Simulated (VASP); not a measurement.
# Ta (Im-3m) in VASP: further runs

Ta is run at these levels: r2SCAN; tasks: single point.

Everything below comes from runs of VASP 6.6.1. Logs are shortened: lines on timing, memory, paths and dates and some standing lists are left out, and cuts for length are marked.

**1. The cell of the first run**

Symmetry: Im-3m, No. 229, cubic system. The conventional cell has a = 3.307 Å, b = 3.307 Å, c = 3.307 Å, α = 90.00°, β = 90.00°, γ = 90.00°. Ta (site symmetry m-3m) has 14 Ta at 2.86 to 3.31 Å within 3.8 Å.

**2. Single point, r2SCAN**

POSCAR

```
Ta
1.0
   -1.6533592789      1.6533592789      1.6533592789
    1.6533592789     -1.6533592789      1.6533592789
    1.6533592789      1.6533592789     -1.6533592789
Ta
1
Direct
    0.0000000000      0.0000000000      0.0000000000
```

INCAR.step1

```
PREC = Accurate ; ENCUT = 520
ISMEAR = -1 ; SIGMA = 0.1
LREAL = F ; LASPH = T
NELM = 100 ; NBANDS = 12
GGA = PE ; ALGO = Normal
EDIFF = 1E-4 ; LWAVE = T
LCHARG = F
```

INCAR.step2

```
PREC = Accurate ; ENCUT = 520
EDIFF = 1E-6 ; ISMEAR = -1
SIGMA = 0.1 ; LREAL = F
LASPH = T ; NELM = 100
ALGO = Normal ; ISIF = 2
LWAVE = F ; LCHARG = F
METAGGA = R2SCAN ; LMIXTAU = T
NBANDS = 12 ; ISTART = 1
```

KPOINTS

```
regular mesh
0
Gamma
  19 19 19
```

Potentials or basis: VASP PAW PBE potentials, release 64 (Ta_pv).

Launch:

```
> cat potpaw_PBE.64/Ta_pv/POTCAR > POTCAR
> cp INCAR.step1 INCAR
> mpirun -np 1 vasp_std > vasp.out
> cp INCAR.step2 INCAR
> mpirun -np 1 vasp_std > vasp.out
```

OUTCAR:

```text
PREC = Accurate
   ENCUT = 520
   EDIFF = 1E-6
   ISMEAR = -1
   LREAL = F
   LASPH = T
   NELM = 100
   ISIF = 2
   METAGGA = R2SCAN
   ISTART = 1

 ion  position               nearest neighbor table
   1  0.000  0.000  0.000-

  LATTYP: Found a body centered cubic cell.
 ALAT       =     3.3067185578

  Lattice vectors:

 A1 = (  -1.6533592789,   1.6533592789,   1.6533592789)
 A2 = (   1.6533592789,  -1.6533592789,   1.6533592789)
 A3 = (   1.6533592789,   1.6533592789,  -1.6533592789)

Analysis of symmetry for initial positions (statically):
=====================================================================
 Subroutine PRICEL returns:
 Original cell was already a primitive cell.

 Routine SETGRP: Setting up the symmetry group for a
 body centered cubic supercell.

 Subroutine GETGRP returns: Found 48 space group operations
 (whereof 48 operations were pure point group operations)
 out of a pool of 48 trial point group operations.

The static configuration has the point symmetry O_h .

Analysis of symmetry for dynamics (positions and initial velocities):
=====================================================================
 Subroutine PRICEL returns:
 Original cell was already a primitive cell.

 Routine SETGRP: Setting up the symmetry group for a
 body centered cubic supercell.

 Subroutine GETGRP returns: Found 48 space group operations
 (whereof 48 operations were pure point group operations)
 out of a pool of 48 trial point group operations.

The dynamic configuration has the point symmetry O_h .

 Subroutine INISYM returns: Found 48 space group operations
 (whereof 48 operations are pure point group operations),
 and found     1 'primitive' translations

----------------------------------------------------------------------------------------

                                     Primitive cell

  volume of cell :      18.0785

  direct lattice vectors                    reciprocal lattice vectors
    -1.653359279  1.653359279  1.653359279     0.000000000  0.302414609  0.302414609
     1.653359279 -1.653359279  1.653359279     0.302414609  0.000000000  0.302414609
     1.653359279  1.653359279 -1.653359279     0.302414609  0.302414609  0.000000000

  length of vectors
     2.863702274  2.863702274  2.863702274     0.427678842  0.427678842  0.427678842

  position of ions in fractional coordinates (direct lattice)
     0.000000000  0.000000000  0.000000000

  ion indices of the primitive-cell ions
   primitive index   ion index
                 1           1

----------------------------------------------------------------------------------------

 KPOINTS: regular mesh

Automatic generation of k-mesh.
 Grid dimensions read from file:
 generate k-points for:   19   19   19

 Generating k-lattice:

  Cartesian coordinates                     Fractional coordinates (reciprocal lattice)
     0.000000000  0.015916558  0.015916558     0.052631579  0.000000000  0.000000000
     0.015916558  0.000000000  0.015916558     0.000000000  0.052631579  0.000000000
     0.015916558  0.015916558  0.000000000     0.000000000  0.000000000  0.052631579

  Length of vectors
     0.022509413  0.022509413  0.022509413

  Shift w.r.t. Gamma in fractional coordinates (k-lattice)
     0.000000000  0.000000000  0.000000000

 Subroutine IBZKPT returns following result:
 ===========================================

 Found    220 irreducible k-points:

 Following reciprocal coordinates:
            Coordinates               Weight
  0.000000  0.000000  0.000000      1.000000
  0.052632  0.000000  0.000000     12.000000
  0.105263  0.000000  0.000000     12.000000
  0.157895  0.000000  0.000000     12.000000
  0.210526  0.000000  0.000000     12.000000
  0.263158  0.000000  0.000000     12.000000
[... 16 lines left out ...]
  0.263158  0.105263  0.000000     48.000000
  0.315789  0.105263  0.000000     48.000000
 [... further k-points ...]
   k-points           NKPTS =    220   k-points in BZ     NKDIM =    220   number of bands    NBANDS=     12
   number of dos      NEDOS =    301   number of ions     NIONS =      1
   total plane-waves  NPLWV =  13824
   dimension x,y,z NGX =    24 NGY =   24 NGZ =   24
   dimension x,y,z NGXF=    48 NGYF=   48 NGZF=   48
   ions per type =               1
   NGX,Y,Z   is equivalent  to a cutoff of  13.93, 13.93, 13.93 a.u.
   NGXF,Y,Z  is equivalent  to a cutoff of  27.87, 27.87, 27.87 a.u.
 SYSTEM =  unknown system
   PREC   = accura    normal or accurate (medium, high low for compatibility)
   ISTART =      1    job   : 0-new  1-cont  2-samecut
   ICHARG =      0    charge: 1-file 2-atom 10-const
   ISPIN  =      1    spin polarized calculation?
   LNONCOLLINEAR =      F non collinear calculations
   LSORBIT =      F    spin-orbit coupling
   LASPH  =      T    aspherical Exc in radial PAW
   ENCUT  =  520.0 eV  38.22 Ry    6.18 a.u.   5.32  5.32  5.32*2*pi/ulx,y,z
   NELM   =    100;   NELMIN=  2; NELMDL=  0     # of ELM steps
   EDIFF  = 0.1E-05   stopping-criterion for ELM
   LREAL  =      F    real-space projection
   EDIFFG = 0.1E-04   stopping-criterion for IOM
   NSW    =      0    number of steps for IOM
   IBRION =     -1    ionic relax: 0-MD 1-quasi-New 2-CG
   NFREE  =      0    steps in history (QN), initial steepest desc. (CG)
   ISIF   =      2    stress and relaxation
   ISYM   =      2    0-nonsym 1-usesym 2-fastsym
   POTIM  = 0.5000    time-step for ionic-motion
   TEBEG  =    0.0;   TEEND  =   0.0 temperature during run
   PSTRESS=    0.0 pullay stress
   NELECT =      11.0000    total number of electrons
   NUPDOWN=      -1.0000    fix difference up-down
   EMIN   =  10.00;   EMAX   =-10.00  energy-range for DOS
   EFERMI =   0.00;   METHOD = LEGACY
   ISMEAR =    -1;   SIGMA  =   0.10  broadening in eV -4-tet -1-fermi 0-gaus
   EFERMI_NEDOS =   21; number of points for ismear=-14 and -15
   IALGO  =     38    algorithm
   IMIX   =      4    mixing-type and parameters
     AMIX     =   0.40;   BMIX     =  1.00
     AMIX_MAG =   1.60;   BMIX_MAG =  1.00
  volume/ion in A,a.u.               =      18.08       122.00
  Fermi-wavevector in a.u.,A,eV,Ry     =   1.387241  2.621505 26.183552  1.924437
  Thomas-Fermi vector in A             =   2.511480
   LORBIT       =      0    0 simple, 1 ext, 2 COOP (PROOUT), +10 PAW based schemes
   METAGGA = R2SCAN    functional components
   LHFCALC =     F    Hartree Fock is set to
   AEXX    =    0.0000 exact exchange contribution
   IVDW    =     0    specifies the selected vdW correction
   LEPSILON=     F    determine dielectric tensor
   LRPA    =     F    only Hartree local field effects (RPA)
 non-spin polarized calculation
  energy-cutoff  :      520.00
  volume of cell :       18.08
 maximum number of plane-waves:       498
 NGX is ok and might be reduce to    24
   NGX = 11   NGY = 11   NGZ = 11

 number of electron      11.0000002 magnetization

 Free energy of the ion-electron system (eV)
  ---------------------------------------------------
  ext. energy  EPLUGINS =         0.00000000
  ---------------------------------------------------
  free energy    TOTEN  =       -48.60033152 eV

  energy without entropy =      -48.55930752  energy(sigma->0) =      -48.57981952

 E-fermi :   5.2977     XC(G=0): -13.7499

 val. band max:        5.2918131018   @ k =  -0.1579   0.2632   0.0526
 cond. band min:       5.3069095401   @ k =  -0.4211  -0.4211   0.2105
 fundamental gap:      0.0150964382
 Fermi energy:         5.2977244737

 k-point     1 :       0.0000    0.0000    0.0000
  band No.  band energies     occupation
      1     -28.9427      2.00000
      2     -28.9427      2.00000
      3     -28.9427      2.00000
      4      -3.0201      2.00000
      5       6.1365      0.00046
      6       6.1365      0.00046
      7       6.1365      0.00046
      8       9.6123      0.00000
      9       9.6123      0.00000
     10      17.3875      0.00000
     11      21.0546      0.00000
     12      21.0546      0.00000

 k-point     2 :       0.0526    0.0000    0.0000
  band No.  band energies     occupation
      1     -28.9788      2.00000
      2     -28.9537      2.00000
      3     -28.9429      2.00000
      4      -2.8909      2.00000
      5       6.0506      0.00107
      6       6.1110      0.00059
      7       6.2616      0.00013
      8       9.4696      0.00000
      9       9.6112      0.00000
     10      17.3875      0.00000
     11      21.1714      0.00000
     12      21.2822      0.00000

 k-point     3 :       0.1053    0.0000    0.0000
  band No.  band energies     occupation
      1     -29.0821      2.00000
      2     -28.9853      2.00000
      3     -28.9435      2.00000
      4      -2.5148      2.00000
      5       5.8120      0.01161
      6       6.0076      0.00165
      7       6.6336      0.00000
      8       9.1583      0.00000
      9       9.6150      0.00000
     10      17.3874      0.00000
     11      21.4690      0.00000
     12      21.9437      0.00000
[... 286 lines left out ...]
 k-point    23 :       0.2632    0.1053    0.0000
  band No.  band energies     occupation
      1     -29.8255      2.00000
      2     -29.2380      2.00000
      3     -28.9948      2.00000
      4       0.5451      2.00000
      5       4.3204      1.99989
      6       4.8451      1.97860
      7       8.9007      0.00000
      8      10.3041      0.00000
      9      10.7428      0.00000
     10      17.3857      0.00000
     11      19.9276      0.00000
     12      21.3820      0.00000

 k-point    24 :       0.3158    0.1053    0.0000
  band No.  band energies     occupation
      1     -29.9633      2.00000
      2     -29.3014      2.00000
      3     -28.9973      2.00000
      4       0.9461      2.00000
      5       4.0708      1.99999
      6       5.1332      1.67642
      7       9.1742      0.00000
      8      10.4265      0.00000
      9      11.9389      0.00000
     10      17.3831      0.00000
     11      18.8251      0.00000
     12      20.0516      0.00000

 [... further k-points ...]
[... 5 lines left out ...]
  --------------------------------------------------------------------------------------
  -------------------------------------------------------------------------------------
  Total        0.0620641      0.0620641      0.0620641      0.0000000      0.0000000     -0.0000000
  in kB        5.5003361      5.5003361      5.5003361      0.0000000      0.0000000     -0.0000000
  external PRESSURE =       5.5003361 kB  Pullay stress =       0.0000000 kB

 VOLUME and BASIS-vectors are now :
 -----------------------------------------------------------------------------
  energy-cutoff  :      520.00
  volume of cell :       18.08
      direct lattice vectors                 reciprocal lattice vectors
    -1.653359279  1.653359279  1.653359279     0.000000000  0.302414609  0.302414609
     1.653359279 -1.653359279  1.653359279     0.302414609  0.000000000  0.302414609
     1.653359279  1.653359279 -1.653359279     0.302414609  0.302414609  0.000000000

 POSITION                                       TOTAL-FORCE (eV/Angst)
 -----------------------------------------------------------------------------------
      0.00000      0.00000      0.00000        -0.000000      0.000000      0.000000
 -----------------------------------------------------------------------------------
    total drift:                               -0.000000      0.000000      0.000000

  FREE ENERGIE OF THE ION-ELECTRON SYSTEM (eV)
  ---------------------------------------------------
  free  energy   TOTEN  =       -48.6003315163 eV

  energy  without entropy=      -48.5593075183  energy(sigma->0) =      -48.57981952
```

It took 2.5 min on 1 thread of Intel Xeon Platinum 8259CL at 2.50GHz (Skylake/Cascade Lake), shared host; peak memory 0.18 GiB.

What came out:

```yaml
Free_energy: -48.6003 eV
Pressure: 0.6 GPa
```

Caveat: the PAW data sets were made with another functional, which shifts forces and pressure a little; spin-orbit coupling is left out, which moves the levels of the heavy elements.

**3. Single point, r2SCAN**

POSCAR is that of step 2.

INCAR.step1

```
SYSTEM = Ta
PREC     = Accurate       ! precision mode
ENCUT    = 520            ! plane-wave cutoff, eV
ISMEAR   = -1             ! smearing method
SIGMA    = 0.1            ! smearing width, eV
LREAL    = .False.        ! projectors in reciprocal space
LASPH    = .True.         ! aspherical terms in the spheres
NELM     = 60             ! most SCF steps
NBANDS   = 12             ! bands
GGA      = PE             ! functional
ALGO     = Normal         ! electronic algorithm
EDIFF    = 1E-4           ! SCF threshold, eV
LWAVE    = .True.         ! write WAVECAR
LCHARG   = .False.        ! write CHGCAR
```

INCAR.step2

```
SYSTEM = Ta
PREC     = Accurate       ! precision mode
ENCUT    = 520            ! plane-wave cutoff, eV
EDIFF    = 1E-7           ! SCF threshold, eV
ISMEAR   = -1             ! smearing method
SIGMA    = 0.1            ! smearing width, eV
LREAL    = .False.        ! projectors in reciprocal space
LASPH    = .True.         ! aspherical terms in the spheres
NELM     = 60             ! most SCF steps
ALGO     = Normal         ! electronic algorithm
ISIF     = 2              ! what is computed and relaxed
LWAVE    = .False.        ! write WAVECAR
LCHARG   = .False.        ! write CHGCAR
METAGGA  = R2SCAN         ! meta-GGA
LMIXTAU  = .True.       
NBANDS   = 12             ! bands
ISTART   = 1
```

KPOINTS

```
Automatic mesh
0
Gamma
  22 22 22
  0 0 0
```

Potentials or basis: VASP PAW PBE potentials, release 64 (Ta_pv).

Launch:

```
> cat potpaw_PBE.64/Ta_pv/POTCAR > POTCAR
> cp INCAR.step1 INCAR
> mpirun -np 1 vasp_std > vasp.out
> cp INCAR.step2 INCAR
> mpirun -np 1 vasp_std > vasp.out
```

Wall time 3.7 min (1 thread of Intel Xeon Platinum 8259CL at 2.50GHz (Skylake/Cascade Lake), shared host); peak memory 0.2 GiB.

Results (log left out):

```yaml
Free_energy: -48.6004 eV
Pressure: 0.6 GPa
```

Levels at points of the mesh, in eV from the Fermi level:
| k point | band 3 | band 4 | band 5 | band 6 | band 7 | band 8 | band 9 | band 10 |
| --- | --- | --- | --- | --- | --- | --- | --- | --- |
| (0.00, 0.00, 0.00) | -34.24 | -8.32 | 0.84 | 0.84 | 0.84 | 4.31 | 4.31 | 12.09 |
| (0.50, 0.00, 0.00) | -34.25 | -4.55 | -1.56 | 1.45 | 4.18 | 5.24 | 8.05 | 12.05 |
| (0.50, 0.50, 0.50) | -35.09 | -3.93 | -3.93 | 7.08 | 7.08 | 7.08 | 8.98 | 8.98 |

Caveat: the PAW data sets were made with another functional, which shifts forces and pressure a little; spin-orbit coupling is left out, which moves the levels of the heavy elements.
